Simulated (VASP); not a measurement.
Wanted: the native input for a VASP 6.6.1 run.

- Task: single point
- Functional: PBE
- Potentials or basis: VASP PAW PBE potentials, release 64 (Zr_sv, O)
- Cutoff: 600 eV
- k mesh: 8 × 8 × 8
- Occupations: gaussian, width 0.02 eV
- Spin: no spin polarisation
- Dipole correction: no
- Further INCAR settings: ALGO = Normal; EDIFF = 1e-06; NBANDS = 19

The structure of ZrO2 lies in POSCAR:

```
ZrO2
1.0
    0.0000000000      2.5578982015      2.5578982015
    2.5578982015      0.0000000000      2.5578982015
    2.5578982015      2.5578982015      0.0000000000
Zr O
1 2
Direct
    0.0000000000      0.0000000000      0.0000000000
    0.2500000000      0.2500000000      0.2500000000
    0.7500000000      0.7500000000      0.7500000000
```

These files were run (other wordings do the same):

INCAR

```
PREC     = Accurate       # precision mode
ENCUT    = 600            # plane-wave cutoff, eV
EDIFF    = 1E-6           # SCF threshold, eV
ISMEAR   = 0              # smearing method
SIGMA    = 0.02           # smearing width, eV
LREAL    = F              # projectors in reciprocal space
LASPH    = T              # aspherical terms in the spheres
NELM     = 120            # most SCF steps
ALGO     = Normal         # electronic algorithm
ISIF     = 2              # what is computed and relaxed
LWAVE    = F              # write WAVECAR
LCHARG   = F              # write CHGCAR
GGA      = PE             # functional
NBANDS   = 19             # bands
GGA_COMPAT= F
```

KPOINTS

```
Automatic mesh
0
Gamma
  8 8 8
```

Potentials or basis: VASP PAW PBE potentials, release 64 (Zr_sv, O).

Command:

```console
$ cat potpaw_PBE.64/Zr_sv/POTCAR potpaw_PBE.64/O/POTCAR > POTCAR
$ mpirun -np 1 vasp_std > vasp.out
```

Results of the run:

The pressure is 0.1 GPa. The band gap on the k mesh is 3.31 eV (least direct gap 3.74 eV).

Wall time 16 s on 1 thread of Intel(R) Xeon(R) 6975P-C (Granite Rapids) (shared host), peak memory 0.17 GiB.
